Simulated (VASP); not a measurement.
# ZnIr (P-6m2) in VASP: a series of runs

The runs below take ZnIr through single point, with LDA.

Everything below comes from runs of VASP 6.6.1. Logs are shortened: lines on timing, memory, paths and dates and some standing lists are left out, and cuts for length are marked.

**1. The cell of the first run**

The structure is hexagonal, space group P-6m2 (No. 187). Conventional cell: a = 2.777 Å, b = 2.777 Å, c = 4.164 Å, α = 90.00°, β = 90.00°, γ = 120.00°. Within 3.5 Å of Zn (site symmetry -6m2) lie 6 Ir at 2.63 Å and 6 Zn at 2.78 Å. Ir (site symmetry -6m2) has 6 Zn at 2.63 Å and 6 Ir at 2.78 Å within 3.5 Å.

**2. Single point, LDA, collinear spin**

Contents of INCAR:

```
ALGO = Normal ; EDIFF = 1E-6
ENCUT = 520 ; ISIF = 2
ISMEAR = -1 ; ISPIN = 2
LASPH = T ; LCHARG = F
LMAXMIX = 4 ; LORBIT = 11
LREAL = F ; LWAVE = F
MAGMOM = 0 0.75 ; NBANDS = 22
NELM = 150 ; NUPDOWN = 0.75
PREC = Accurate ; SIGMA = 0.03
```

Contents of KPOINTS:

```
k-points
0
Gamma
  14 14 8
```

Contents of POSCAR:

```
ZnIr
1.0
    2.7771790596      0.0000000000      0.0000000000
   -1.3885895298      2.4051076165      0.0000000000
    0.0000000000      0.0000000000      4.1638620700
Zn Ir
1 1
Direct
    0.6666666667      0.3333333333      0.5000000000
    0.0000000000      0.0000000000      0.0000000000
```

Potentials or basis: VASP PAW LDA potentials, release 64 (Zn, Ir).

On the command line:

```console
$ cat potpaw_LDA.64/Zn/POTCAR potpaw_LDA.64/Ir/POTCAR > POTCAR
$ mpirun -np 1 vasp_std > vasp.out
```

OUTCAR:

```text
EDIFF = 1E-6
   ENCUT = 520
   ISIF = 2
   ISMEAR = -1
   ISPIN = 2
   LASPH = T
   LORBIT = 11
   LREAL = F
   NELM = 150
   NUPDOWN = 0.75
   PREC = Accurate

 ion  position               nearest neighbor table
   1  0.667  0.333  0.500-   2 2.63   2 2.63   2 2.63   2 2.63   2 2.63   2 2.63
   2  0.000  0.000  0.000-   1 2.63   1 2.63   1 2.63   1 2.63   1 2.63   1 2.63

  LATTYP: Found a hexagonal cell.
 ALAT       =     2.7771790596
 C/A-ratio  =     1.4993135050

  Lattice vectors:

 A1 = (   2.7771790596,   0.0000000000,   0.0000000000)
 A2 = (  -1.3885895298,   2.4051076165,   0.0000000000)
 A3 = (   0.0000000000,   0.0000000000,   4.1638620700)

Analysis of symmetry for initial positions (statically):
=====================================================================
 Subroutine PRICEL returns:
 Original cell was already a primitive cell.

 Routine SETGRP: Setting up the symmetry group for a
 hexagonal supercell.

 Subroutine GETGRP returns: Found 12 space group operations
 (whereof 12 operations were pure point group operations)
 out of a pool of 24 trial point group operations.

The static configuration has the point symmetry D_3h.

Analysis of symmetry for dynamics (positions and initial velocities):
=====================================================================
 Subroutine PRICEL returns:
 Original cell was already a primitive cell.

 Routine SETGRP: Setting up the symmetry group for a
 hexagonal supercell.

 Subroutine GETGRP returns: Found 12 space group operations
 (whereof 12 operations were pure point group operations)
 out of a pool of 24 trial point group operations.

The dynamic configuration has the point symmetry D_3h.

Analysis of structural, dynamic, and magnetic symmetry:
=====================================================================
 Subroutine PRICEL returns:
 Original cell was already a primitive cell.

 Routine SETGRP: Setting up the symmetry group for a
 hexagonal supercell.

 Subroutine GETGRP returns: Found 12 space group operations
 (whereof 12 operations were pure point group operations)
 out of a pool of 24 trial point group operations.

The overall configuration has the point symmetry D_3h.

 Subroutine INISYM returns: Found 12 space group operations
 (whereof 12 operations are pure point group operations),
 and found     1 'primitive' translations

----------------------------------------------------------------------------------------

                                     Primitive cell

  volume of cell :      27.8122

  direct lattice vectors                    reciprocal lattice vectors
     2.777179060  0.000000000  0.000000000     0.360077611  0.207890905  0.000000000
    -1.388589530  2.405107617  0.000000000     0.000000000  0.415781811  0.000000000
     0.000000000  0.000000000  4.163862070     0.000000000  0.000000000  0.240161654

  length of vectors
     2.777179060  2.777179060  4.163862070     0.415781811  0.415781811  0.240161654

  position of ions in fractional coordinates (direct lattice)
     0.666666667  0.333333333  0.500000000
     0.000000000  0.000000000  0.000000000

  ion indices of the primitive-cell ions
   primitive index   ion index
                 1           1
                 2           2

----------------------------------------------------------------------------------------

 KPOINTS: k-points

Automatic generation of k-mesh.
 Grid dimensions read from file:
 generate k-points for:   14   14    8

 Generating k-lattice:

  Cartesian coordinates                     Fractional coordinates (reciprocal lattice)
     0.025719829  0.014849350  0.000000000     0.071428571  0.000000000  0.000000000
     0.000000000  0.029698701  0.000000000     0.000000000  0.071428571  0.000000000
     0.000000000  0.000000000  0.030020207     0.000000000  0.000000000  0.125000000

  Length of vectors
     0.029698701  0.029698701  0.030020207

  Shift w.r.t. Gamma in fractional coordinates (k-lattice)
     0.000000000  0.000000000  0.000000000

 Subroutine IBZKPT returns following result:
 ===========================================

 Found    120 irreducible k-points:

 Following reciprocal coordinates:
            Coordinates               Weight
  0.000000  0.000000  0.000000      1.000000
  0.071429  0.000000  0.000000      6.000000
  0.142857 -0.000000  0.000000      6.000000
  0.214286 -0.000000  0.000000      6.000000
  0.285714  0.000000  0.000000      6.000000
  0.357143  0.000000  0.000000      6.000000
[... 16 lines left out ...]
  0.285714  0.285714  0.000000      6.000000
  0.357143  0.285714  0.000000      6.000000
 [... further k-points ...]
   k-points           NKPTS =    120   k-points in BZ     NKDIM =    120   number of bands    NBANDS=     22
   number of dos      NEDOS =    301   number of ions     NIONS =      2
   total plane-waves  NPLWV =  18432
   dimension x,y,z NGX =    24 NGY =   24 NGZ =   32
   dimension x,y,z NGXF=    48 NGYF=   48 NGZF=   64
   ions per type =               1   1
   NGX,Y,Z   is equivalent  to a cutoff of  14.37, 14.37, 12.78 a.u.
   NGXF,Y,Z  is equivalent  to a cutoff of  28.73, 28.73, 25.55 a.u.
 SYSTEM =  unknown system
   PREC   = accura    normal or accurate (medium, high low for compatibility)
   ISTART =      0    job   : 0-new  1-cont  2-samecut
   ICHARG =      2    charge: 1-file 2-atom 10-const
   ISPIN  =      2    spin polarized calculation?
   LNONCOLLINEAR =      F non collinear calculations
   LSORBIT =      F    spin-orbit coupling
   LASPH  =      T    aspherical Exc in radial PAW
   ENCUT  =  520.0 eV  38.22 Ry    6.18 a.u.   5.16  5.16  7.74*2*pi/ulx,y,z
   NELM   =    150;   NELMIN=  2; NELMDL= -5     # of ELM steps
   EDIFF  = 0.1E-05   stopping-criterion for ELM
   LREAL  =      F    real-space projection
   EDIFFG = 0.1E-04   stopping-criterion for IOM
   NSW    =      0    number of steps for IOM
   IBRION =     -1    ionic relax: 0-MD 1-quasi-New 2-CG
   NFREE  =      0    steps in history (QN), initial steepest desc. (CG)
   ISIF   =      2    stress and relaxation
   ISYM   =      2    0-nonsym 1-usesym 2-fastsym
   POTIM  = 0.5000    time-step for ionic-motion
   TEBEG  =    0.0;   TEEND  =   0.0 temperature during run
   PSTRESS=    0.0 pullay stress
   NELECT =      21.0000    total number of electrons
   NUPDOWN=       0.7500    fix difference up-down
   EMIN   =  10.00;   EMAX   =-10.00  energy-range for DOS
   EFERMI =   0.00;   METHOD = LEGACY
   ISMEAR =    -1;   SIGMA  =   0.03  broadening in eV -4-tet -1-fermi 0-gaus
   EFERMI_NEDOS =   21; number of points for ismear=-14 and -15
   IALGO  =     38    algorithm
   IMIX   =      4    mixing-type and parameters
     AMIX     =   0.40;   BMIX     =  1.00
     AMIX_MAG =   1.60;   BMIX_MAG =  1.00
  volume/ion in A,a.u.               =      13.91        93.84
  Fermi-wavevector in a.u.,A,eV,Ry     =   1.490744  2.817097 30.236460  2.222317
  Thomas-Fermi vector in A             =   2.603487
   LORBIT       =     11    0 simple, 1 ext, 2 COOP (PROOUT), +10 PAW based schemes
   GGA     = CA    functional components
   LHFCALC =     F    Hartree Fock is set to
   AEXX    =    0.0000 exact exchange contribution
   IVDW    =     0    specifies the selected vdW correction
   LEPSILON=     F    determine dielectric tensor
   LRPA    =     F    only Hartree local field effects (RPA)
 spin polarized calculation
  energy-cutoff  :      520.00
  volume of cell :       27.81
 maximum number of plane-waves:       760
 NGX is ok and might be reduce to    24
   NGX = 11   NGY = 11   NGZ = 15

 number of electron      20.9999992 magnetization       0.7500000

 Free energy of the ion-electron system (eV)
  ---------------------------------------------------
  ext. energy  EPLUGINS =         0.00000000
  ---------------------------------------------------
  free energy    TOTEN  =       -12.33222301 eV

  energy without entropy =      -12.32785510  energy(sigma->0) =      -12.33003905

 E-fermi :   5.8932     XC(G=0): -13.3310

 val. band max:        7.0956279428   @ k =   0.3571   0.0714   0.1250
 cond. band min:       5.9014702302   @ k =   0.1429   0.1429   0.0000
 fundamental gap:     -1.1941577126
 Fermi energy:         7.1040214071

 spin component 1

 k-point     1 :       0.0000    0.0000    0.0000
  band No.  band energies     occupation
      1      -4.2528      1.00000
      2      -1.6146      1.00000
      3      -0.8345      1.00000
      4      -0.8345      1.00000
      5      -0.5100      1.00000
      6      -0.5100      1.00000
[... 14 lines left out ...]
     21      28.7434      0.00000
     22      28.7434      0.00000

 k-point     2 :       0.0714    0.0000    0.0000
  band No.  band energies     occupation
      1      -4.0922      1.00000
      2      -1.5577      1.00000
      3      -0.8557      1.00000
      4      -0.8047      1.00000
      5      -0.5424      1.00000
      6      -0.5218      1.00000
[... 14 lines left out ...]
     21      28.4476      0.00000
     22      28.9091      0.00000

 k-point     3 :       0.1429   -0.0000    0.0000
  band No.  band energies     occupation
      1      -3.6274      1.00000
      2      -1.4217      1.00000
      3      -0.9020      1.00000
      4      -0.7201      1.00000
      5      -0.6357      1.00000
      6      -0.5549      1.00000
[... 14 lines left out ...]
     21      29.3681      0.00000
     22      30.3232      0.00000
[... 476 lines left out ...]
 k-point    23 :       0.2857    0.2857    0.0000
  band No.  band energies     occupation
      1      -1.2849      1.00000
      2      -1.1942      1.00000
      3      -0.9414      1.00000
      4      -0.8211      1.00000
      5      -0.8023      1.00000
      6       2.2922      1.00000
[... 14 lines left out ...]
     21      32.1690      0.00000
     22      33.9163      0.00000

 k-point    24 :       0.3571    0.2857    0.0000
  band No.  band energies     occupation
      1      -1.3084      1.00000
      2      -1.1658      1.00000
      3      -0.9243      1.00000
      4      -0.8298      1.00000
      5      -0.8136      1.00000
      6       2.4742      1.00000
[... 14 lines left out ...]
     21      33.9769      0.00000
     22      34.8256      0.00000

 [... further k-points ...]

 spin component 2

 k-point     1 :       0.0000    0.0000    0.0000
  band No.  band energies     occupation
      1      -4.1040      1.00000
      2      -1.5397      1.00000
      3      -0.7966      1.00000
      4      -0.7966      1.00000
      5      -0.4691      1.00000
      6      -0.4691      1.00000
[... 14 lines left out ...]
     21      28.9130      0.00000
     22      28.9130      0.00000

 k-point     2 :       0.0714    0.0000    0.0000
  band No.  band energies     occupation
      1      -3.9434      1.00000
      2      -1.4856      1.00000
      3      -0.8172      1.00000
      4      -0.7670      1.00000
      5      -0.5012      1.00000
      6      -0.4804      1.00000
[... 14 lines left out ...]
     21      28.6060      0.00000
     22      29.0787      0.00000

 k-point     3 :       0.1429   -0.0000    0.0000
  band No.  band energies     occupation
      1      -3.4785      1.00000
      2      -1.3562      1.00000
      3      -0.8617      1.00000
      4      -0.6831      1.00000
      5      -0.5933      1.00000
      6      -0.5121      1.00000
[... 14 lines left out ...]
     21      29.5380      0.00000
     22      30.5037      0.00000
[... 476 lines left out ...]
 k-point    23 :       0.2857    0.2857    0.0000
  band No.  band energies     occupation
      1      -1.2121      1.00000
      2      -1.1293      1.00000
      3      -0.8874      1.00000
      4      -0.7778      1.00000
      5      -0.7523      1.00000
      6       2.4592      1.00000
[... 14 lines left out ...]
     21      32.3151      0.00000
     22      34.0958      0.00000

 k-point    24 :       0.3571    0.2857    0.0000
  band No.  band energies     occupation
      1      -1.2339      1.00000
      2      -1.1005      1.00000
      3      -0.8695      1.00000
      4      -0.7875      1.00000
      5      -0.7675      1.00000
      6       2.6922      1.00000
[... 14 lines left out ...]
     21      34.1464      0.00000
     22      35.0064      0.00000

 [... further k-points ...]

------------------------ aborting loop because EDIFF is reached ----------------------------------------

  FORCE on cell =-STRESS in cart. coord.  units (eV):
  Direction    XX          YY          ZZ          XY          YZ          ZX
  --------------------------------------------------------------------------------------
  -------------------------------------------------------------------------------------
  Total       -1.2650804     -1.2650804     -0.5386936      0.0000000      0.0000000      0.0000000
  in kB      -72.8775832    -72.8775833    -31.0325627      0.0000000      0.0000000      0.0000000
  external PRESSURE =     -58.9292431 kB  Pullay stress =       0.0000000 kB

 VOLUME and BASIS-vectors are now :
 -----------------------------------------------------------------------------
  energy-cutoff  :      520.00
  volume of cell :       27.81
      direct lattice vectors                 reciprocal lattice vectors
     2.777179060  0.000000000  0.000000000     0.360077611  0.207890905  0.000000000
    -1.388589530  2.405107617  0.000000000     0.000000000  0.415781811  0.000000000
     0.000000000  0.000000000  4.163862070     0.000000000  0.000000000  0.240161654

 POSITION                                       TOTAL-FORCE (eV/Angst)
 -----------------------------------------------------------------------------------
      1.38859      0.80170      2.08193         0.000000     -0.000000      0.000000
      0.00000      0.00000      0.00000        -0.000000      0.000000      0.000000
 -----------------------------------------------------------------------------------
    total drift:                               -0.000000      0.000000      0.000000

  FREE ENERGIE OF THE ION-ELECTRON SYSTEM (eV)
  ---------------------------------------------------
  free  energy   TOTEN  =       -12.3322230121 eV

  energy  without entropy=      -12.3278550978  energy(sigma->0) =      -12.33003905

 total charge

# of ion       s       p       d       tot
------------------------------------------
    1        0.599   0.554   9.778  10.930
    2        0.640   0.624   7.048   8.312
--------------------------------------------------
tot          1.239   1.177  16.826  19.242

 magnetization (x)

# of ion       s       p       d       tot
------------------------------------------
    1        0.010   0.028   0.023   0.061
    2        0.009   0.031   0.595   0.635
--------------------------------------------------
tot          0.019   0.059   0.618   0.696
```

Run time: 60 s. Hardware: 1 thread of AMD EPYC 9R45 (Zen 5), shared host; peak memory 0.2 GiB.

What came out:

| Item | Value |
| --- | --- |
| Free energy | -12.3322 eV |
| Pressure | -5.9 GPa |
| Net moment | 0.75 μB per cell |
| Site moments | Zn +0.06; Ir +0.64 μB |
| Valence electrons inside the program's atomic spheres | Zn 10.93; Ir 8.31 |

Stress tensor (GPa, compression positive):
```
-7.29  0.00  0.00
 0.00 -7.29  0.00
 0.00  0.00 -3.10
```

Caveat: the cell stands under tension; spin-orbit coupling is left out, which moves the levels of the heavy elements; the total moment is fixed, so each spin has its own Fermi level and the state may be an excited one.

**3. Single point, LDA, collinear spin**

Contents of INCAR:

```
SYSTEM = ZnIr
ALGO = Normal ; EDIFF = 1E-7
ENCUT = 520 ; GGA = CA
ISIF = 2 ; ISMEAR = -1
ISPIN = 2 ; LASPH = .TRUE.
LCHARG = .FALSE. ; LMAXMIX = 4
LORBIT = 11 ; LREAL = .FALSE.
LWAVE = .FALSE. ; MAGMOM = 0 0.75
NBANDS = 22 ; NELM = 150
NUPDOWN = 0.75 ; PREC = Accurate
SIGMA = 0.03
```

Contents of KPOINTS:

```
k-points
0
G
  14 14 8
  0 0 0
```

POSCAR is that of step 2.

Potentials or basis: VASP PAW LDA potentials, release 64 (Zn, Ir).

On the command line:

```console
$ cat potpaw_LDA.64/Zn/POTCAR potpaw_LDA.64/Ir/POTCAR > POTCAR
$ mpirun -np 1 vasp_std > vasp.out
```

It took 63 s on 1 thread of AMD EPYC 9R45 (Zen 5), shared host; peak memory 0.2 GiB.

It converged, with:

```yaml
Free_energy: -12.3322 eV
Pressure: -5.9 GPa
Net_moment: 0.75 μB per cell
Site_moments: Zn +0.06; Ir +0.64 μB
Valence_electrons_inside_the_program's_atomic_spheres: Zn 10.93; Ir 8.31
```

Stress tensor (GPa, compression positive):
```
-7.32  0.00  0.00
 0.00 -7.32  0.00
 0.00  0.00 -3.17
```

Caveat: the cell stands under tension; spin-orbit coupling is left out, which moves the levels of the heavy elements; the total moment is fixed, so each spin has its own Fermi level and the state may be an excited one.

**4. Single point, LDA, collinear spin**

Contents of INCAR:

```
  PREC = Accurate
  ENCUT = 520
  EDIFF = 1E-6
  ISMEAR = -1
  SIGMA = 0.03
  LREAL = False
  LASPH = True
  NELM = 150
  ALGO = Normal
  ISIF = 2
  LWAVE = False
  LCHARG = False
  ISPIN = 2
  MAGMOM = 0 1
  LORBIT = 11
  NUPDOWN = 1.0
  LMAXMIX = 4
  NBANDS = 22
```

Contents of KPOINTS:

```
Automatic mesh
0
Gamma
  14 14 8
```

POSCAR is that of step 3.

Potentials or basis: VASP PAW LDA potentials, release 64 (Zn, Ir).

On the command line:

```console
$ cat potpaw_LDA.64/Zn/POTCAR potpaw_LDA.64/Ir/POTCAR > POTCAR
$ mpirun -np 1 vasp_std > vasp.out
```

OUTCAR:

```text
PREC = Accurate
   ENCUT = 520
   EDIFF = 1E-6
   ISMEAR = -1
   LREAL = False
   LASPH = True
   NELM = 150
   ISIF = 2
   ISPIN = 2
   LORBIT = 11
   NUPDOWN = 1.0

 ion  position               nearest neighbor table
   1  0.667  0.333  0.500-   2 2.63   2 2.63   2 2.63   2 2.63   2 2.63   2 2.63
   2  0.000  0.000  0.000-   1 2.63   1 2.63   1 2.63   1 2.63   1 2.63   1 2.63

  LATTYP: Found a hexagonal cell.
 ALAT       =     2.7771790596
 C/A-ratio  =     1.4993135050

  Lattice vectors:

[... 1415 lines left out ...]
  external PRESSURE =     -42.0024811 kB  Pullay stress =       0.0000000 kB

 VOLUME and BASIS-vectors are now :
 -----------------------------------------------------------------------------
  energy-cutoff  :      520.00
  volume of cell :       27.81
      direct lattice vectors                 reciprocal lattice vectors
     2.777179060  0.000000000  0.000000000     0.360077611  0.207890905  0.000000000
    -1.388589530  2.405107617  0.000000000     0.000000000  0.415781811  0.000000000
     0.000000000  0.000000000  4.163862070     0.000000000  0.000000000  0.240161654

 POSITION                                       TOTAL-FORCE (eV/Angst)
 -----------------------------------------------------------------------------------
      1.38859      0.80170      2.08193        -0.000000      0.000000      0.000000
      0.00000      0.00000      0.00000         0.000000      0.000000      0.000000
 -----------------------------------------------------------------------------------
    total drift:                               -0.000000      0.000000      0.000000

  FREE ENERGIE OF THE ION-ELECTRON SYSTEM (eV)
  ---------------------------------------------------
  free  energy   TOTEN  =       -12.1669725567 eV

  energy  without entropy=      -12.1625383148  energy(sigma->0) =      -12.16475544

 total charge

# of ion       s       p       d       tot
------------------------------------------
    1        0.601   0.556   9.776  10.933
    2        0.642   0.627   7.039   8.308
--------------------------------------------------
tot          1.243   1.183  16.815  19.240

 magnetization (x)

# of ion       s       p       d       tot
------------------------------------------
    1        0.013   0.033   0.028   0.075
    2        0.011   0.038   0.809   0.858
--------------------------------------------------
tot          0.024   0.072   0.837   0.932
```

Run time: 62 s. Hardware: 1 thread of AMD EPYC 9R45 (Zen 5), shared host; peak memory 0.2 GiB.

Results:

* Free energy: -12.1670 eV
* Pressure: -4.2 GPa
* Net moment: 1.00 μB per cell
* Site moments: Zn +0.07; Ir +0.86 μB
* Valence electrons inside the program's atomic spheres: Zn 10.93; Ir 8.31

Stress tensor (GPa, compression positive):
```
-5.72  0.00  0.00
 0.00 -5.72  0.00
 0.00  0.00 -1.16
```

Caveat: the cell stands under tension; spin-orbit coupling is left out, which moves the levels of the heavy elements; the total moment is fixed, so each spin has its own Fermi level and the state may be an excited one.

(Continued in part 2 of 2.)
